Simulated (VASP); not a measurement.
# Mg3ZnS4 in VASP: notebook, part 2 of 2

VASP 6.6.1. The steps go on from the part before.

### Step 4. Single point, PBE

Input file INCAR:

```
  PREC = Accurate
  ENCUT = 520
  EDIFF = 1E-7
  ISMEAR = 0
  SIGMA = 0.1
  LREAL = F
  LASPH = T
  NELM = 100
  ALGO = Normal
  ISIF = 2
  LWAVE = F
  LCHARG = T
  GGA = PE
  LELF = T
  LVHAR = T
  NBANDS = 31
```

Input file KPOINTS:

```
Automatic mesh
0
Gamma
  4 4 6
```

Input file POSCAR:

```
Mg3ZnS4
1.0
    3.6722489000     -5.2134568000      0.0000000000
    3.6722489000      5.2134568000      0.0000000000
    0.0000000000      0.0000000000      3.6760849000
Mg Zn S
3 1 4
Direct
    0.0000000000      0.5000000000      0.5000000000
    0.5000000000      0.0000000000      0.5000000000
    0.5000000000      0.5000000000      0.0000000000
    0.0000000000      0.0000000000      0.0000000000
    0.7500790000      0.2499210000      0.0000000000
    0.7562390000      0.7562390000      0.5000000000
    0.2437610000      0.2437610000      0.5000000000
    0.2499210000      0.7500790000      0.0000000000
```

Potentials or basis: VASP PAW PBE potentials, release 64 (Mg, Zn, S).

Run with:

```console
> cat potpaw_PBE.64/Mg/POTCAR potpaw_PBE.64/Zn/POTCAR potpaw_PBE.64/S/POTCAR > POTCAR
> mpirun -np 1 vasp_std > vasp.out
```

OUTCAR:

```text
PREC = Accurate
   ENCUT = 520
   EDIFF = 1E-7
   ISMEAR = 0
   LREAL = F
   LASPH = T
   NELM = 100
   ISIF = 2
   GGA = PE

 ion  position               nearest neighbor table
   1  0.000  0.500  0.500-   5 2.60   8 2.60   5 2.60   8 2.60   7 2.61   6 2.61
   2  0.500  0.000  0.500-   5 2.60   8 2.60   5 2.60   8 2.60   7 2.61   6 2.61
   3  0.500  0.500  0.000-   5 2.61   8 2.61   7 2.63   6 2.63   6 2.63   7 2.63
   4  0.000  0.000  0.000-   6 2.57   7 2.57   6 2.57   7 2.57   5 2.61   8 2.61
   5  0.750  0.250  0.000-   1 2.60   2 2.60   1 2.60   2 2.60   4 2.61   3 2.61
   6  0.756  0.756  0.500-   4 2.57   4 2.57   1 2.61   2 2.61   3 2.63   3 2.63
   7  0.244  0.244  0.500-   4 2.57   4 2.57   1 2.61   2 2.61   3 2.63   3 2.63
   8  0.250  0.750  0.000-   1 2.60   2 2.60   1 2.60   2 2.60   4 2.61   3 2.61

  LATTYP: Found a base centered orthorhombic cell.
 ALAT       =     7.3444978000
 B/A-ratio  =     1.4196904790
 C/A-ratio  =     0.5005222958

  Lattice vectors:

 A1 = (   3.6722489000,  -5.2134568000,   0.0000000000)
 A2 = (   3.6722489000,   5.2134568000,   0.0000000000)
 A3 = (   0.0000000000,   0.0000000000,   3.6760849000)

Analysis of symmetry for initial positions (statically):
=====================================================================
 Subroutine PRICEL returns:
 Original cell was already a primitive cell.

 Routine SETGRP: Setting up the symmetry group for a
 base centered orthorhombic supercell.

 Subroutine GETGRP returns: Found  8 space group operations
 (whereof  8 operations were pure point group operations)
 out of a pool of  8 trial point group operations.

The static configuration has the point symmetry D_2h.

Analysis of symmetry for dynamics (positions and initial velocities):
=====================================================================
 Subroutine PRICEL returns:
 Original cell was already a primitive cell.

 Routine SETGRP: Setting up the symmetry group for a
 base centered orthorhombic supercell.
[... 136 lines left out ...]
     AMIX     =   0.40;   BMIX     =  1.00
     AMIX_MAG =   1.60;   BMIX_MAG =  1.00
  volume/ion in A,a.u.               =      17.59       118.74
  Fermi-wavevector in a.u.,A,eV,Ry     =   1.093957  2.067278 16.282653  1.196741
  Thomas-Fermi vector in A             =   2.230252
   LORBIT       =      0    0 simple, 1 ext, 2 COOP (PROOUT), +10 PAW based schemes
   GGA     = PE    functional components
   LHFCALC =     F    Hartree Fock is set to
   AEXX    =    0.0000 exact exchange contribution
   IVDW    =     0    specifies the selected vdW correction
   LEPSILON=     F    determine dielectric tensor
   LRPA    =     F    only Hartree local field effects (RPA)
 non-spin polarized calculation
 Gauss-broadening in eV      SIGMA  =   0.10
  energy-cutoff  :      520.00
  volume of cell :      140.76
 maximum number of plane-waves:      3820
   NGX = 23   NGY = 23   NGZ = 13

 number of electron      42.0000016 magnetization

 Free energy of the ion-electron system (eV)
  ---------------------------------------------------
  ext. energy  EPLUGINS =         0.00000000
  ---------------------------------------------------
  free energy    TOTEN  =       -31.64471471 eV

  energy without entropy =      -31.64471471  energy(sigma->0) =      -31.64471471

 E-fermi :   4.0419     XC(G=0):  -9.8939

 val. band max:        3.5739562801   @ k =   0.2500   0.2500   0.0000
 cond. band min:       4.7999919986   @ k =   0.5000   0.5000   0.5000
 fundamental gap:      1.2260357185
 Fermi energy:         4.0418785845

 k-point     1 :       0.0000    0.0000    0.0000
  band No.  band energies     occupation
      1      -9.2321      2.00000
      2      -7.8892      2.00000
      3      -7.8466      2.00000
      4      -7.5700      2.00000
      5      -2.4310      2.00000
      6      -2.3768      2.00000
[... 805 lines left out ...]
     30      11.8187      0.00000
     31      12.1411      0.00000

 [... further k-points ...]
[... 5 lines left out ...]
  --------------------------------------------------------------------------------------
  -------------------------------------------------------------------------------------
  Total       -0.1838684     -0.2165063     -0.1605328     -0.0000000      0.0000000      0.0000000
  in kB       -2.0928795     -2.4643797     -1.8272623     -0.0000000      0.0000000      0.0000000
  external PRESSURE =      -2.1281739 kB  Pullay stress =       0.0000000 kB

 VOLUME and BASIS-vectors are now :
 -----------------------------------------------------------------------------
  energy-cutoff  :      520.00
  volume of cell :      140.76
      direct lattice vectors                 reciprocal lattice vectors
     3.672248900 -5.213456800  0.000000000     0.136156348 -0.095905657  0.000000000
     3.672248900  5.213456800  0.000000000     0.136156348  0.095905657  0.000000000
     0.000000000  0.000000000  3.676084900     0.000000000  0.000000000  0.272028538

 POSITION                                       TOTAL-FORCE (eV/Angst)
 -----------------------------------------------------------------------------------
      1.83612      2.60673      1.83804         0.000000     -0.000000     -0.000000
      1.83612     -2.60673      1.83804         0.000000      0.000000     -0.000000
      3.67225      0.00000      0.00000         0.000000      0.000000     -0.000000
      0.00000      0.00000      0.00000         0.000000      0.000000     -0.000000
      3.67225     -2.60755      0.00000         0.000000      0.006516     -0.000000
      5.55420      0.00000      1.83804        -0.011412      0.000000     -0.000000
      1.79030      0.00000      1.83804         0.011412      0.000000     -0.000000
      3.67225      2.60755      0.00000         0.000000     -0.006516      0.000000
 -----------------------------------------------------------------------------------
    total drift:                               -0.000000      0.000000     -0.000000

  FREE ENERGIE OF THE ION-ELECTRON SYSTEM (eV)
  ---------------------------------------------------
  free  energy   TOTEN  =       -31.6447147146 eV

  energy  without entropy=      -31.6447147146  energy(sigma->0) =      -31.64471471
```

stdout:

```text
POSCAR found type information on POSCAR MgZnS
 POSCAR found :  3 types and       8 ions
 scaLAPACK will be used
 LDA part: xc-table for (Slater+PW92), standard interpolation
 POSCAR, INCAR and KPOINTS ok, starting setup
 FFT: planning ... GRIDC
 FFT: planning ... GRID_SOFT
 FFT: planning ... GRID
 WAVECAR not read
 entering main loop
```

It took 59 s on 1 thread of Intel Xeon 6975P-C (Granite Rapids), shared host; peak memory 0.3 GiB.

What came out:

- Free energy: -31.6447 eV
- Pressure: -0.2 GPa
- Largest force: 0.011 eV/Å
- Band gap on the k mesh: 1.23 eV, indirect (least direct gap 1.43 eV)

Forces in eV/Å, atoms in the order of the input:
```
Mg   0.000  0.000  0.000
Mg   0.000  0.000  0.000
Mg   0.000  0.000  0.000
Zn   0.000  0.000  0.000
S    0.000  0.007  0.000
S   -0.011  0.000  0.000
S    0.011  0.000  0.000
S    0.000 -0.007  0.000
```

A k mesh can miss the band edges. A hybrid or GW would open this gap; PBE tends to underestimate it.

### Step 5. The runs side by side

```tsv
cell	k mesh	gap on the mesh (eV)	pressure (GPa)	largest force (eV/Å)
a = 3.676, b = 6.377, c = 6.377 Å, angles 109.7, 90.0, 90.0°, 8 atoms	4 × 2 × 2	1.24	-0.1	0.02
a = 3.688, b = 6.360, c = 6.358 Å, angles 109.2, 90.0, 90.0°, 8 atoms	4 × 2 × 2	1.26	-0.2	0.03
a = 6.377, b = 6.377, c = 3.676 Å, angles 90.0, 90.0, 109.7°, 8 atoms	4 × 4 × 6	1.23	-0.2	0.01
```

Alike in all rows: task single point; level PBE; potentials or basis VASP PAW PBE potentials, release 64 (Mg, Zn, S); no spin polarisation; cutoff (eV) 520; smearing gaussian 0.1 eV.

Caveats: some runs use coarse meshes.

Total energies depend on the potentials used, so only differences within one code and one set of settings carry meaning.
